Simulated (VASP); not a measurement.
# Lu (Im-3m) in VASP: single point with PBE

Aim: the single point of Lu with PBE.

Program: VASP 6.6.1. These are calculated values, not measurements. Logs are shortened: lines on timing, memory, paths and dates and some standing lists are left out, and cuts for length are marked.

### Step 1. The cell of the first run

Symmetry: Im-3m, No. 229, cubic system. Conventional cell: a = 3.834 Å, b = 3.834 Å, c = 3.834 Å, α = 90.00°, β = 90.00°, γ = 90.00°. Lu (site symmetry m-3m) has 14 Lu at 3.32 to 3.83 Å within 4.4 Å.

This isn't the form of Lu at room conditions, which is hcp.

### Step 2. Single point, PBE (28.19 Å³/atom)

Contents of INCAR:

```
SYSTEM = Lu
ALGO = Normal ; EDIFF = 1E-6
ENCUT = 520 ; GGA = PE
ISIF = 2 ; ISMEAR = -1
LASPH = .True. ; LCHARG = .False.
LREAL = .False. ; LWAVE = .False.
NBANDS = 18 ; NELM = 80
PREC = Accurate ; SIGMA = 0.1
```

Contents of KPOINTS:

```
k-points
0
Gamma
  14 14 14
  0 0 0
```

Contents of POSCAR:

```
Lu
1.0
   -1.9172215996      1.9172215996      1.9172215996
    1.9172215996     -1.9172215996      1.9172215996
    1.9172215996      1.9172215996     -1.9172215996
Lu
1
Direct
    0.0000000000      0.0000000000      0.0000000000
```

Potentials or basis: VASP PAW PBE potentials, release 64 (Lu).

Command:

```console
cat potpaw_PBE.64/Lu/POTCAR > POTCAR
mpirun -np 1 vasp_std > vasp.out
```

OUTCAR:

```text
SYSTEM = Lu
   EDIFF = 1E-6
   ENCUT = 520
   GGA = PE
   ISIF = 2
   ISMEAR = -1
   LASPH = .True.
   LREAL = .False.
   NELM = 80
   PREC = Accurate

 ion  position               nearest neighbor table
   1  0.000  0.000  0.000-

  LATTYP: Found a body centered cubic cell.
 ALAT       =     3.8344431992

  Lattice vectors:

 A1 = (  -1.9172215996,   1.9172215996,   1.9172215996)
 A2 = (   1.9172215996,  -1.9172215996,   1.9172215996)
 A3 = (   1.9172215996,   1.9172215996,  -1.9172215996)

Analysis of symmetry for initial positions (statically):
=====================================================================
 Subroutine PRICEL returns:
 Original cell was already a primitive cell.

 Routine SETGRP: Setting up the symmetry group for a
 body centered cubic supercell.

 Subroutine GETGRP returns: Found 48 space group operations
 (whereof 48 operations were pure point group operations)
 out of a pool of 48 trial point group operations.

The static configuration has the point symmetry O_h .

Analysis of symmetry for dynamics (positions and initial velocities):
=====================================================================
 Subroutine PRICEL returns:
 Original cell was already a primitive cell.

 Routine SETGRP: Setting up the symmetry group for a
 body centered cubic supercell.

 Subroutine GETGRP returns: Found 48 space group operations
 (whereof 48 operations were pure point group operations)
 out of a pool of 48 trial point group operations.

The dynamic configuration has the point symmetry O_h .

 Subroutine INISYM returns: Found 48 space group operations
 (whereof 48 operations are pure point group operations),
 and found     1 'primitive' translations

----------------------------------------------------------------------------------------

                                     Primitive cell

  volume of cell :      28.1888

  direct lattice vectors                    reciprocal lattice vectors
    -1.917221600  1.917221600  1.917221600     0.000000000  0.260794057  0.260794057
     1.917221600 -1.917221600  1.917221600     0.260794057  0.000000000  0.260794057
     1.917221600  1.917221600 -1.917221600     0.260794057  0.260794057  0.000000000

  length of vectors
     3.320725220  3.320725220  3.320725220     0.368818493  0.368818493  0.368818493

  position of ions in fractional coordinates (direct lattice)
     0.000000000  0.000000000  0.000000000

  ion indices of the primitive-cell ions
   primitive index   ion index
                 1           1

----------------------------------------------------------------------------------------

 KPOINTS: k-points

Automatic generation of k-mesh.
 Grid dimensions read from file:
 generate k-points for:   14   14   14

 Generating k-lattice:

  Cartesian coordinates                     Fractional coordinates (reciprocal lattice)
     0.000000000  0.018628147  0.018628147     0.071428571  0.000000000  0.000000000
     0.018628147  0.000000000  0.018628147     0.000000000  0.071428571  0.000000000
     0.018628147  0.018628147  0.000000000     0.000000000  0.000000000  0.071428571

  Length of vectors
     0.026344178  0.026344178  0.026344178

  Shift w.r.t. Gamma in fractional coordinates (k-lattice)
     0.000000000  0.000000000  0.000000000

 Subroutine IBZKPT returns following result:
 ===========================================

 Found    104 irreducible k-points:

 Following reciprocal coordinates:
            Coordinates               Weight
  0.000000  0.000000  0.000000      1.000000
  0.071429  0.000000  0.000000     12.000000
  0.142857  0.000000  0.000000     12.000000
  0.214286  0.000000  0.000000     12.000000
  0.285714  0.000000  0.000000     12.000000
  0.357143  0.000000  0.000000     12.000000
[... 16 lines left out ...]
  0.285714  0.285714  0.000000     24.000000
  0.357143  0.285714  0.000000     24.000000
 [... further k-points ...]
   k-points           NKPTS =    104   k-points in BZ     NKDIM =    104   number of bands    NBANDS=     18
   number of dos      NEDOS =    301   number of ions     NIONS =      1
   total plane-waves  NPLWV =  21952
   dimension x,y,z NGX =    28 NGY =   28 NGZ =   28
   dimension x,y,z NGXF=    56 NGYF=   56 NGZF=   56
   ions per type =               1
   NGX,Y,Z   is equivalent  to a cutoff of  14.02, 14.02, 14.02 a.u.
   NGXF,Y,Z  is equivalent  to a cutoff of  28.04, 28.04, 28.04 a.u.
 SYSTEM =  Lu
   PREC   = accura    normal or accurate (medium, high low for compatibility)
   ISTART =      0    job   : 0-new  1-cont  2-samecut
   ICHARG =      2    charge: 1-file 2-atom 10-const
   ISPIN  =      1    spin polarized calculation?
   LNONCOLLINEAR =      F non collinear calculations
   LSORBIT =      F    spin-orbit coupling
   LASPH  =      T    aspherical Exc in radial PAW
   ENCUT  =  520.0 eV  38.22 Ry    6.18 a.u.   6.17  6.17  6.17*2*pi/ulx,y,z
   NELM   =     80;   NELMIN=  2; NELMDL= -5     # of ELM steps
   EDIFF  = 0.1E-05   stopping-criterion for ELM
   LREAL  =      F    real-space projection
   EDIFFG = 0.1E-04   stopping-criterion for IOM
   NSW    =      0    number of steps for IOM
   IBRION =     -1    ionic relax: 0-MD 1-quasi-New 2-CG
   NFREE  =      0    steps in history (QN), initial steepest desc. (CG)
   ISIF   =      2    stress and relaxation
   ISYM   =      2    0-nonsym 1-usesym 2-fastsym
   POTIM  = 0.5000    time-step for ionic-motion
   TEBEG  =    0.0;   TEEND  =   0.0 temperature during run
   PSTRESS=    0.0 pullay stress
   NELECT =      25.0000    total number of electrons
   NUPDOWN=      -1.0000    fix difference up-down
   EMIN   =  10.00;   EMAX   =-10.00  energy-range for DOS
   EFERMI =   0.00;   METHOD = LEGACY
   ISMEAR =    -1;   SIGMA  =   0.10  broadening in eV -4-tet -1-fermi 0-gaus
   EFERMI_NEDOS =   21; number of points for ismear=-14 and -15
   IALGO  =     38    algorithm
   IMIX   =      4    mixing-type and parameters
     AMIX     =   0.40;   BMIX     =  1.00
     AMIX_MAG =   1.60;   BMIX_MAG =  1.00
  volume/ion in A,a.u.               =      28.19       190.23
  Fermi-wavevector in a.u.,A,eV,Ry     =   1.572881  2.972314 33.660195  2.473955
  Thomas-Fermi vector in A             =   2.674249
   LORBIT       =      0    0 simple, 1 ext, 2 COOP (PROOUT), +10 PAW based schemes
   GGA     = PE    functional components
[... 5 lines left out ...]
 non-spin polarized calculation
  energy-cutoff  :      520.00
  volume of cell :       28.19
 maximum number of plane-waves:       771
 NGX is ok and might be reduce to    28
   NGX = 13   NGY = 13   NGZ = 13

 number of electron      25.0000001 magnetization

 Free energy of the ion-electron system (eV)
  ---------------------------------------------------
  ext. energy  EPLUGINS =         0.00000000
  ---------------------------------------------------
  free energy    TOTEN  =        -4.40465383 eV

  energy without entropy =       -4.33606055  energy(sigma->0) =       -4.37035719

 E-fermi :   2.5097     XC(G=0): -10.8275

 val. band max:        2.4994395221   @ k =   0.2857   0.1429   0.1429
 cond. band min:       2.5294269017   @ k =   0.2143   0.1429   0.1429
 fundamental gap:      0.0299873796
 Fermi energy:         2.5097129129

 k-point     1 :       0.0000    0.0000    0.0000
  band No.  band energies     occupation
      1     -53.8136      2.00000
      2     -24.2114      2.00000
      3     -24.2114      2.00000
      4     -24.2114      2.00000
      5      -3.7397      2.00000
      6      -2.5957      2.00000
[... 10 lines left out ...]
     17       6.9849      0.00000
     18      14.3498      0.00000

 k-point     2 :       0.0714    0.0000    0.0000
  band No.  band energies     occupation
      1     -53.8117      2.00000
      2     -24.2404      2.00000
      3     -24.2205      2.00000
      4     -24.2114      2.00000
      5      -3.5845      2.00000
      6      -2.5942      2.00000
[... 10 lines left out ...]
     17       6.9832      0.00000
     18      14.5060      0.00000

 k-point     3 :       0.1429    0.0000    0.0000
  band No.  band energies     occupation
      1     -53.8065      2.00000
      2     -24.3207      2.00000
      3     -24.2461      2.00000
      4     -24.2117      2.00000
      5      -3.1359      2.00000
      6      -2.5905      2.00000
[... 10 lines left out ...]
     17       6.9959      0.00000
     18      14.8235      0.00000

 k-point     4 :       0.2143    0.0000    0.0000
  band No.  band energies     occupation
      1     -53.7990      2.00000
      2     -24.4344      2.00000
      3     -24.2828      2.00000
      4     -24.2121      2.00000
      5      -2.5864      2.00000
      6      -2.5727      2.00000
[... 10 lines left out ...]
     17       7.0610      0.00000
     18      14.7047      0.00000

 k-point     5 :       0.2857    0.0000    0.0000
  band No.  band energies     occupation
      1     -53.7907      2.00000
      2     -24.5575      2.00000
      3     -24.3232      2.00000
      4     -24.2125      2.00000
      5      -2.5839      2.00000
      6      -2.5594      2.00000
[... 10 lines left out ...]
     17       7.2078      0.00000
     18      13.8207      0.00000

 k-point     6 :       0.3571    0.0000    0.0000
  band No.  band energies     occupation
      1     -53.7832      2.00000
      2     -24.6657      2.00000
      3     -24.3592      2.00000
      4     -24.2129      2.00000
      5      -2.5840      2.00000
      6      -2.5569      2.00000
[... 307 lines left out ...]
 k-point    21 :       0.2857    0.2143   -0.0000
  band No.  band energies     occupation
      1     -53.7761      2.00000
      2     -24.6715      2.00000
      3     -24.4396      2.00000
      4     -24.2668      2.00000
      5      -2.5742      2.00000
      6      -2.5668      2.00000
[... 10 lines left out ...]
     17       9.5856      0.00000
     18      10.8978      0.00000

 k-point    22 :       0.3571    0.2143    0.0000
  band No.  band energies     occupation
      1     -53.7733      2.00000
      2     -24.6865      2.00000
      3     -24.4761      2.00000
      4     -24.2699      2.00000
      5      -2.5779      2.00000
      6      -2.5672      2.00000
[... 10 lines left out ...]
     17       9.7490      0.00000
     18      10.6824      0.00000

 k-point    23 :       0.2857    0.2857    0.0000
  band No.  band energies     occupation
      1     -53.7729      2.00000
      2     -24.6562      2.00000
      3     -24.5084      2.00000
      4     -24.2771      2.00000
      5      -2.5788      2.00000
      6      -2.5603      2.00000
[... 10 lines left out ...]
     17       9.4948      0.00000
     18      10.8549      0.00000

 k-point    24 :       0.3571    0.2857    0.0000
  band No.  band energies     occupation
      1     -53.7717      2.00000
      2     -24.6347      2.00000
      3     -24.5498      2.00000
      4     -24.2801      2.00000
      5      -2.5802      2.00000
      6      -2.5592      2.00000
[... 10 lines left out ...]
     17       8.8725      0.00000
     18      11.5307      0.00000

 [... further k-points ...]

------------------------ aborting loop because EDIFF is reached ----------------------------------------

  FORCE on cell =-STRESS in cart. coord.  units (eV):
  Direction    XX          YY          ZZ          XY          YZ          ZX
  --------------------------------------------------------------------------------------
  -------------------------------------------------------------------------------------
  Total        0.4490414      0.4490414      0.4490414      0.0000000     -0.0000000      0.0000000
  in kB       25.5223154     25.5223154     25.5223154      0.0000000     -0.0000000      0.0000000
  external PRESSURE =      25.5223154 kB  Pullay stress =       0.0000000 kB

 VOLUME and BASIS-vectors are now :
 -----------------------------------------------------------------------------
  energy-cutoff  :      520.00
  volume of cell :       28.19
      direct lattice vectors                 reciprocal lattice vectors
    -1.917221600  1.917221600  1.917221600     0.000000000  0.260794057  0.260794057
     1.917221600 -1.917221600  1.917221600     0.260794057  0.000000000  0.260794057
     1.917221600  1.917221600 -1.917221600     0.260794057  0.260794057  0.000000000

 POSITION                                       TOTAL-FORCE (eV/Angst)
 -----------------------------------------------------------------------------------
      0.00000      0.00000      0.00000        -0.000000     -0.000000      0.000000
 -----------------------------------------------------------------------------------
    total drift:                                0.000000     -0.000000      0.000000

  FREE ENERGIE OF THE ION-ELECTRON SYSTEM (eV)
  ---------------------------------------------------
  free  energy   TOTEN  =        -4.4046538286 eV

  energy  without entropy=       -4.3360605508  energy(sigma->0) =       -4.37035719
```

Run time: 67 s. Hardware: 1 thread of AMD EPYC 7R43 (Zen 3), shared host; peak memory 0.17 GiB.

What came out:

```
Free energy            : -4.4047 eV
Pressure               : 2.6 GPa
Band gap on the k mesh : zero (an odd number of electrons rules out a gap without spin polarisation)
```

Levels at points of the mesh, in eV from the Fermi level:
| k point | band 9 | band 10 | band 11 | band 12 | band 13 | band 14 | band 15 | band 16 |
| --- | --- | --- | --- | --- | --- | --- | --- | --- |
| (0.00, 0.00, 0.00) | -5.00 | -5.00 | -5.00 | -4.98 | 2.16 | 2.16 | 2.16 | 4.48 |
| (0.50, 0.00, 0.00) | -5.02 | -5.01 | -4.99 | -2.61 | 0.34 | 0.57 | 4.26 | 5.27 |
| (0.50, 0.50, 0.50) | -5.00 | -5.00 | -5.00 | -1.63 | -1.63 | 5.95 | 5.95 | 5.95 |

Caveat: spin-orbit coupling is left out, which moves the levels of the heavy elements.

The gap in the log of VASP goes by the Fermi energy; the results here count the filled bands.